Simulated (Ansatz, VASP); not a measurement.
## Ag: VASP beside Ansatz

INCAR

```
SYSTEM = Ag
PREC     = Accurate       ! precision mode
ENCUT    = 520            ! plane-wave cutoff, eV
EDIFF    = 1E-6           ! SCF threshold, eV
ISMEAR   = 0              ! smearing method
SIGMA    = 0.1            ! smearing width, eV
LREAL    = .FALSE.        ! projectors in reciprocal space
LASPH    = .TRUE.         ! aspherical terms in the spheres
NELM     = 60             ! most SCF steps
ALGO     = Normal         ! electronic algorithm
ISIF     = 2              ! what is computed and relaxed
LWAVE    = .FALSE.        ! write WAVECAR
LCHARG   = .FALSE.        ! write CHGCAR
GGA      = PE             ! functional
NBANDS   = 12             ! bands
```

KPOINTS

```
regular mesh
0
G
  18 18 18
  0 0 0
```

The input POSCAR:

```
Ag
1.0
   -1.7965667119      1.7965667119      1.7965667119
    1.6641143919     -1.6641143919      1.5316620719
    1.6641143919      1.5316620719     -1.6641143919
Ag
1
Direct
    0.0000000000      0.0000000000      0.0000000000
```

Input for Ansatz:

```yaml
crystal:
  lattice:
    - [-1.7965667119, 1.7965667119, 1.7965667119]
    - [1.6641143919, -1.6641143919, 1.5316620719]
    - [1.6641143919, 1.5316620719, -1.6641143919]
  atoms:
    - { symbol: Ag, position: [0.0, 0.0, 0.0] }
basis:
  ecutwfc: 420
kpoints:
  mp_grid: { grid: [18, 18, 18] }
hamiltonian:
  xc: pbe
scf:
  occupations: { method: gaussian, width: 0.1 }
output:
  forces: true
  stress: true
  eigenvalues: true
  populations: true
```

Alike in both runs: task single point; functional PBE; k mesh 18 × 18 × 18; occupations gaussian, width 0.1 eV; no spin polarisation.

|  | VASP | Ansatz |
| --- | --- | --- |
| version | VASP 6.6.1 | Ansatz 0.2.0 |
| potentials or method | VASP PAW PBE potentials, release 64 (Ag), cutoff 520 eV | scalar-relativistic, plane waves, PAW |
| valence electrons in the cell | 11 | 19 |

Ansatz gave:

```
gap on the k mesh at the Fermi level (eV)                     : none
pressure (GPa)                                                : -0.5
traceless stress, the component that is largest in VASP (GPa) : 2.46
```

Problem. Which values does VASP return?

Solution. gap on the k mesh at the Fermi level (eV): none; pressure (GPa): -0.6; traceless stress, the component that is largest in VASP (GPa): 2.44.

A gap of «none» marks a metal or a gap that the smearing closes. VASP's potentials hold 11 valence electrons a cell and Ansatz's 19, so a difference there can come from the potentials and not from the codes.
